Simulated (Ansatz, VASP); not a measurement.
BeZn4O in VASP and in Ansatz

```xyz
12
Lattice="2.6569 0.0000 0.0000 -1.3284 2.3009 0.0000 0.0000 0.0000 27.9816" Properties=species:S:1:pos:R:3 pbc="T T T"
Be    0.0000    1.5340    0.1802
Be    0.0000    0.0000    3.1234
Zn    0.0000    0.0000   24.5797
Zn    0.0000    0.0000    7.0979
Zn    0.0000    1.5340    9.5312
Zn    0.0000    0.0000   12.0264
Zn    0.0000    1.5340   14.5227
Zn    0.0000    0.0000   17.0384
Zn    0.0000    1.5340   19.5375
Zn    1.3284    0.7670   22.1505
O     0.0000    0.0000    0.1681
O     0.0000    1.5340    3.1358
```

Alike in both runs: functional PBE; k mesh 7 × 7 × 1; occupations gaussian, width 0.2 eV; no spin polarisation.

Ansatz relaxed the structure, and its values are those at the end. VASP's run is a single point on that final structure, the one shown.

|  | VASP | Ansatz |
| --- | --- | --- |
| version | VASP 6.6.1 | Ansatz 0.2.0 |
| potentials or method | VASP PAW PBE potentials, release 64 (Be, Zn, O), cutoff 520 eV | scalar-relativistic, plane waves, PAW |
| valence electrons in the cell | 112 | 112 |

|  | VASP | Ansatz | Ansatz less VASP |
| --- | --- | --- | --- |
| gap on the k mesh at the Fermi level (eV) | none | none | - |
| pressure (GPa) | 0.5 | 0.3 | -0.24 |
| rms of the force components (eV/Å) | 0.017 | 0.016 | -0.0005 |

A gap of «none» marks a metal or a gap that the smearing closes.

The k mesh is coarse, so the values compare programs but aren't converged.
